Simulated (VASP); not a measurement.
# Zr5Ti3 in VASP: further runs, part 2 of 2

VASP 6.6.1. Earlier steps stand in the parts before.

## Step 3: Single point, PBE

INCAR reads:

```
PREC = Accurate
ENCUT = 400
EDIFF = 1E-6
ISMEAR = -1
SIGMA = 0.2568
LREAL = Auto
LASPH = T
NELM = 120
ALGO = Normal
ISIF = 2
LWAVE = F
LCHARG = F
GGA = PE
ISYM = -1
NBANDS = 162
GGA_COMPAT = F
```

KPOINTS reads:

```
explicit points
1
Reciprocal
  0.25000000   0.25000000   0.25000000 1
```

POSCAR reads:

```
Zr5Ti3
1.0
    8.0883500000     -0.0717440000      0.2860350000
   -0.0717440000      7.8939330000     -0.0068350000
    0.2860350000     -0.0068350000      8.1197920000
Zr Ti
15 9
Direct
    0.7060824110      0.0790492215      0.3814310784
    0.0292853097      0.4790203672      0.8713444237
    0.9009293551      0.8228371687      0.8047115941
    0.2426795620      0.1504846307      0.8184038106
    0.1286483743      0.0749054357      0.2775042810
    0.6091772487      0.7146557637      0.5579962711
    0.4964541347      0.1496681657      0.1047354074
    0.9706932389      0.4396840303      0.1971997558
   -0.0342427328      0.1819075435      0.5431852144
    0.0833977820      0.7972765130      0.0746284758
    0.6953024995      0.4321306062      0.9696079360
    0.3138466329      0.4367500423      0.1086992210
    0.4124005915      0.4842048633      0.7553008177
    0.7811583051      0.3952712068      0.6111194798
    0.3899983268      0.1003026295      0.4581122764
    0.3987815348      0.7872067224      0.9969190198
    0.2049581377      0.7912052697      0.6188546070
   -0.0422449559      0.7393861555      0.4603650242
    0.9072877972      0.1353690126      0.0663438401
    0.1971901810      0.4647259302      0.5255514068
    0.3945132004      0.7567175594      0.3234467806
    0.6597656411      0.7737329990      0.1336104915
    0.5746490114      0.4800925876      0.3457354207
    0.5698986092      0.0894628725      0.8095268364
```

Potentials or basis: VASP PAW PBE potentials, release 64 (Zr_sv, Ti_sv).

Launch:

```
cat potpaw_PBE.64/Zr_sv/POTCAR potpaw_PBE.64/Ti_sv/POTCAR > POTCAR
mpirun -np 1 vasp_std > vasp.out
```

OUTCAR:

```text
PREC = Accurate
   ENCUT = 400
   EDIFF = 1E-6
   ISMEAR = -1
   LREAL = Auto
   LASPH = T
   NELM = 120
   ISIF = 2
   GGA = PE
   ISYM = -1

 ion  position               nearest neighbor table
   1  0.706  0.079  0.381-  15 2.60   9 2.67  19 2.97   7 2.97  22 3.17  14 3.19   6 3.27  23 3.38
                             5 3.47   8 3.78
   2  0.029  0.479  0.871-   8 2.67  11 2.78   3 2.99  20 3.04  10 3.05  14 3.08  12 3.13   4 3.15
                            13 3.18  19 3.25   9 3.61
   3  0.901  0.823  0.805-  10 2.74  17 2.81  18 2.88   2 2.99  22 3.22  19 3.26   6 3.30   9 3.56
                            11 3.69   4 3.76  14 3.86
   4  0.243  0.150  0.818-  24 2.70  13 2.98  15 3.11   2 3.15   7 3.21  19 3.26  17 3.28   9 3.29
                            12 3.34  10 3.65   3 3.76   5 3.82
   5  0.129  0.075  0.278-   9 2.60  19 2.62  15 2.66  10 2.77   7 3.25   8 3.26  18 3.28  21 3.37
                            12 3.44   1 3.47   4 3.82
   6  0.609  0.715  0.558-  23 2.55  21 2.69  13 2.82  18 2.88  14 2.95   1 3.27   3 3.30  17 3.34
                            15 3.67
   7  0.496  0.150  0.105-  24 2.48  12 2.73  11 2.90  15 2.96   1 2.97  16 3.10   4 3.21   5 3.25
                            22 3.29  19 3.32  23 3.34
[... 189 lines left out ...]
      4     -48.4435      2.00000
      5     -48.4090      2.00000
      6     -48.3892      2.00000
[... 148 lines left out ...]
    155       8.8016      0.19384
    156       8.8916      0.14058
 [bands above 156 left out]

------------------------ aborting loop because EDIFF is reached ----------------------------------------

  FORCE on cell =-STRESS in cart. coord.  units (eV):
  Direction    XX          YY          ZZ          XY          YZ          ZX
  --------------------------------------------------------------------------------------
  -------------------------------------------------------------------------------------
  Total       22.4519193      1.7932030     12.4635972     -4.2849282      9.8255235      1.4157887
  in kB       69.4771954      5.5490451     38.5684524    -13.2596589     30.4049647      4.3811413
  external PRESSURE =      37.8648976 kB  Pullay stress =       0.0000000 kB

 VOLUME and BASIS-vectors are now :
 -----------------------------------------------------------------------------
  energy-cutoff  :      400.00
  volume of cell :      517.75
      direct lattice vectors                 reciprocal lattice vectors
     8.088350000 -0.071744000  0.286035000     0.123798747  0.001121370 -0.004360101
    -0.071744000  7.893933000 -0.006835000     0.001121370  0.126689815  0.000067141
     0.286035000 -0.006835000  8.119792000    -0.004360101  0.000067141  0.123309513

 POSITION                                       TOTAL-FORCE (eV/Angst)
 -----------------------------------------------------------------------------------
      5.81447      0.57075      3.29856         0.876442     -0.764452     -0.614539
      0.45174      3.77330      7.08024         1.769839     -0.100930     -2.220640
      7.45817      6.42529      6.78616        -2.049859      0.543063     -0.836136
      2.18617      1.16491      6.71366        -1.714961     -0.600693      0.602855
      1.11455      0.58017      2.28956         1.143227     -0.800863     -1.167655
      5.03557      5.59393      4.70018         0.627437      2.527405      1.283933
[... 16 lines left out ...]
      4.71241      3.74623      2.96839         0.052873     -2.002929     -1.012701
      4.83467      0.65979      6.73559         1.485234     -0.674058     -1.960203
 -----------------------------------------------------------------------------------
    total drift:                               -0.000058      0.002193     -0.000848

  FREE ENERGIE OF THE ION-ELECTRON SYSTEM (eV)
  ---------------------------------------------------
  free  energy   TOTEN  =      -189.8959200516 eV

  energy  without entropy=     -182.4133240927  energy(sigma->0) =     -186.15462207
```

OSZICAR:

```text
N       E                     dE             d eps       ncg     rms          rms(c)
DAV:   1     0.399840829250E+04    0.39984E+04   -0.12595E+05   324   0.164E+03
DAV:   2     0.352013168749E+03   -0.36464E+04   -0.35822E+04   332   0.583E+02
DAV:   3    -0.115670976888E+03   -0.46768E+03   -0.45415E+03   494   0.188E+02
[... 52 lines left out ...]
DAV:  56    -0.189895915097E+03   -0.17892E-05   -0.17770E-05   168   0.444E-04    0.549E-03
DAV:  57    -0.189895916615E+03   -0.15176E-05   -0.15349E-05   168   0.315E-04    0.548E-03
DAV:  58    -0.189895917960E+03   -0.13452E-05   -0.13301E-05   168   0.331E-04    0.573E-03
DAV:  59    -0.189895919119E+03   -0.11587E-05   -0.11514E-05   168   0.216E-04    0.585E-03
DAV:  60    -0.189895920052E+03   -0.93291E-06   -0.99814E-06   168   0.622E-04
   1 F= -.18989592E+03 E0= -.18615462E+03  d E =-.748260E+01
```

stdout:

```text
POSCAR found type information on POSCAR ZrTi
 POSCAR found :  2 types and      24 ions
 scaLAPACK will be used
 LDA part: xc-table for (Slater+PW92), standard interpolation
 POSCAR, INCAR and KPOINTS ok, starting setup
 FFT: planning ... GRIDC
[... 17 lines left out ...]
|     is unoccupied at all k-points. It is always recommended to include      |
|     a few unoccupied bands to accelerate the convergence of                 |
|     molecular-dynamics runs (even for insulators or semiconductors),        |
|     since the presence of unoccupied bands improves wavefunction            |
|     prediction and helps to suppress 'band-crossings'.                      |
|                                                                             |
 -----------------------------------------------------------------------------
```

Run time: 6.1 min. Hardware: 1 thread of Intel Xeon Platinum 8375C at 2.90GHz (Ice Lake), shared host; peak memory 0.41 GiB.

Results:

| Property | Result |
| --- | --- |
| Free energy | -189.8959 eV |
| Pressure | 3.8 GPa |
| Largest force | 3.786 eV/Å |

Forces in eV/Å, atoms in the order of the input:
```
Zr   0.876 -0.764 -0.615
Zr   1.770 -0.101 -2.221
Zr  -2.050  0.543 -0.836
Zr  -1.715 -0.601  0.603
Zr   1.143 -0.801 -1.168
Zr   0.627  2.527  1.284
Zr  -0.024 -1.835  1.050
Zr  -1.556  0.332  3.433
Zr   2.260 -2.328  1.951
Zr  -0.278 -0.048  0.268
Zr  -0.941  1.079  0.038
Zr  -0.193  0.725  0.907
Zr   0.145 -0.696  0.269
Zr  -1.852  2.271  0.409
Zr  -0.049  1.337  1.816
Ti   0.493  0.483 -1.655
Ti   1.509  1.158  1.346
Ti  -0.520 -0.290 -0.961
Ti  -0.882 -0.771 -1.564
Ti  -0.180 -0.301 -1.510
Ti  -2.414  0.300 -0.167
Ti   2.292  0.458  0.296
Ti   0.053 -2.003 -1.013
Ti   1.485 -0.674 -1.960
```

Caveat: the atoms stand as in a frame of molecular dynamics.

## Step 4: Single point, PBE

INCAR reads:

```
SYSTEM = Zr5Ti3
PREC     = Accurate       ! precision mode
ENCUT    = 400            ! plane-wave cutoff, eV
EDIFF    = 1E-6           ! SCF threshold, eV
ISMEAR   = -1             ! smearing method
SIGMA    = 0.2568         ! smearing width, eV
LREAL    = Auto         
LASPH    = .TRUE.         ! aspherical terms in the spheres
NELM     = 120            ! most SCF steps
ALGO     = Normal         ! electronic algorithm
ISIF     = 2              ! what is computed and relaxed
LWAVE    = .FALSE.        ! write WAVECAR
LCHARG   = .TRUE.         ! write CHGCAR
GGA      = PE             ! functional
LELF     = .TRUE.         ! ELF
LVHAR    = .TRUE.       
NBANDS   = 162            ! bands
ISYM     = -1           
GGA_COMPAT= .FALSE.
```

KPOINTS is that of step 3.

POSCAR reads:

```
Zr5Ti3
1.0
    8.0883500000     -0.0717440000      0.2860350000
   -0.0717440000      7.8939330000     -0.0068350000
    0.2860350000     -0.0068350000      8.1197920000
Zr Ti
15 9
Direct
    0.7122234126      0.0680907348      0.3948707770
    0.0228195541      0.4962787831      0.8598824791
    0.8874142517      0.8418494014      0.8266456216
    0.2225983756      0.1555370695      0.8137685263
    0.1259464690      0.0607287825      0.2857405686
    0.6138770241      0.7222007536      0.5643552110
    0.4959976190      0.1218598839      0.1117638522
    0.9652762340      0.4345022322      0.1901582005
   -0.0167694362      0.1711755862      0.5518236958
    0.0557853756      0.7923715650      0.0622939959
    0.6906826783      0.4252824720      1.0124363267
    0.3005566678      0.4362162572      0.1439312499
    0.4280602320      0.5312087072      0.7815933712
    0.7811292356      0.3981045351      0.6541610602
    0.4158195031      0.0888034182      0.4242398130
    0.3832349152      0.7959402697      0.9498691164
    0.2074896262      0.8499737879      0.5798094675
   -0.0424272218      0.7374677795      0.4538609194
    0.8646644176      0.1302307629      0.0244964207
    0.1658354179      0.4736182845      0.5146026459
    0.3817988081      0.7228835266      0.3049527730
    0.6962226452      0.8052377373      0.0863130183
    0.5068495246      0.4428760391      0.3566009270
    0.5956462928      0.1224242599      0.8188526359
```

Launch:

```
cat potpaw_PBE.64/Zr_sv/POTCAR potpaw_PBE.64/Ti_sv/POTCAR > POTCAR
mpirun -np 1 vasp_std > vasp.out
```

Wall time 5.9 min (1 thread of Intel Xeon Platinum 8375C at 2.90GHz (Ice Lake), shared host); peak memory 0.4 GiB.

The run converged. Its results:

| Item | Value |
| --- | --- |
| Free energy | -188.4105 eV |
| Pressure | 4.4 GPa |
| Largest force | 4.432 eV/Å |

Forces on the atoms (eV/Å):
```
Zr   2.605 -0.291 -0.945
Zr   2.013 -0.219 -1.379
Zr  -1.073  0.489 -4.272
Zr   0.120  0.186  0.794
Zr  -0.142 -0.480 -2.277
Zr   0.033  1.608 -0.024
Zr  -0.798 -1.084 -0.927
Zr  -1.234 -0.497  3.398
Zr   0.426 -1.267  2.092
Zr   1.319  0.209  1.782
Zr  -1.317  1.914  0.207
Zr  -0.604 -0.321 -1.329
Zr  -0.923 -2.403 -0.754
Zr  -1.392  1.098 -1.404
Zr  -1.844  0.440  3.489
Ti   0.532  1.492 -0.027
Ti   0.513 -0.406  1.783
Ti  -0.424 -0.007 -0.556
Ti   0.868 -0.073 -0.322
Ti   0.905  0.244 -0.371
Ti  -1.003  1.989 -0.490
Ti  -0.979 -0.492  1.953
Ti   2.099 -1.202  1.550
Ti   0.300 -0.926 -1.973
```

Stress tensor (GPa, compression positive):
```
7.32 0.21 0.58
0.21 1.29 2.53
0.58 2.53 4.70
```

Levels at points of the mesh, in eV from the Fermi level:
```tsv
k point	band 142	band 143	band 144	band 145	band 146	band 147	band 148	band 149
(0.25, 0.25, 0.25)	-0.11	-0.06	-0.04	-0.01	0.07	0.12	0.18	0.24
```

Caveat: the atoms stand as in a frame of molecular dynamics.

## Step 5: Summary

| cell | pressure (GPa) | largest force (eV/Å) |
| --- | --- | --- |
| as given, atomic positions A | 2.5 | 3.39 |
| as given, atomic positions B | 3.8 | 3.79 |
| as given, atomic positions C | 4.4 | 4.43 |

Alike in all rows: task single point; level PBE; potentials or basis VASP PAW PBE potentials, release 64 (Zr_sv, Ti_sv); no spin polarisation; k mesh 1 × 1 × 1, shifted; cutoff (eV) 400; smearing fermi-dirac 0.2568 eV.

Caveats: the atoms stand as in a frame of molecular dynamics.

Absolute energies hang on the potentials; compare differences alone.
